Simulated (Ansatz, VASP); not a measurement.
Two plane-wave programs on InO

File INCAR:

```
  PREC = Accurate
  ENCUT = 520
  EDIFF = 1E-6
  ISMEAR = 0
  SIGMA = 0.03
  LREAL = F
  LASPH = T
  NELM = 60
  ALGO = Normal
  ISIF = 2
  LWAVE = F
  LCHARG = F
  GGA = PE
  NBANDS = 27
```

Contents of KPOINTS:

```
regular mesh
0
Gamma
  12 12 4
```

POSCAR

```
InO
1.0
    3.5009294590      0.0000000000      0.0000000000
   -1.7504647295      3.0318938484      0.0000000000
    0.0000000000      0.0000000000     15.4508366886
In O
2 2
Direct
    0.6666666667      0.3333333333      0.5900210000
    0.6666666667      0.3333333333      0.4099790000
    0.0000000000      0.0000000000      0.6398670000
    0.0000000000      0.0000000000      0.3601330000
```

Input for Ansatz:

```yaml
crystal:
  lattice:
    - [3.500929459, 0.0, 0.0]
    - [-1.7504647295, 3.0318938484, 0.0]
    - [0.0, 0.0, 15.4508366886]
  atoms:
    - { symbol: In, position: [0.6666666667, 0.3333333333, 0.590021] }
    - { symbol: In, position: [0.6666666667, 0.3333333333, 0.409979] }
    - { symbol: O, position: [0.0, 0.0, 0.639867] }
    - { symbol: O, position: [0.0, 0.0, 0.360133] }
basis:
  ecutwfc: 420
kpoints:
  mp_grid: { grid: [12, 12, 4] }
hamiltonian:
  xc: pbe
scf:
  occupations: { method: gaussian, width: 0.03 }
output:
  forces: true
  stress: true
  eigenvalues: true
```

Alike in both runs: task single point; functional PBE; k mesh 12 × 12 × 4; occupations gaussian, width 0.03 eV; no spin polarisation.

|  | VASP | Ansatz |
| --- | --- | --- |
| version | VASP 6.6.1 | Ansatz 0.2.0 |
| potentials or method | VASP PAW PBE potentials, release 64 (In_d, O), cutoff 520 eV | scalar-relativistic, plane waves, PAW |
| valence electrons in the cell | 38 | 38 |

VASP gave:

```
gap on the k mesh at the Fermi level (eV) : 0.44
least direct gap on the mesh (eV)         : 1.02
rms of the force components (eV/Å)        : 0.189
```

Task: Which values does Ansatz return?

Result: gap on the k mesh at the Fermi level (eV): 0.46; least direct gap on the mesh (eV): 1.04; rms of the force components (eV/Å): 0.204.

Atom by atom the forces differ by 0.019 eV/Å (rms over components).
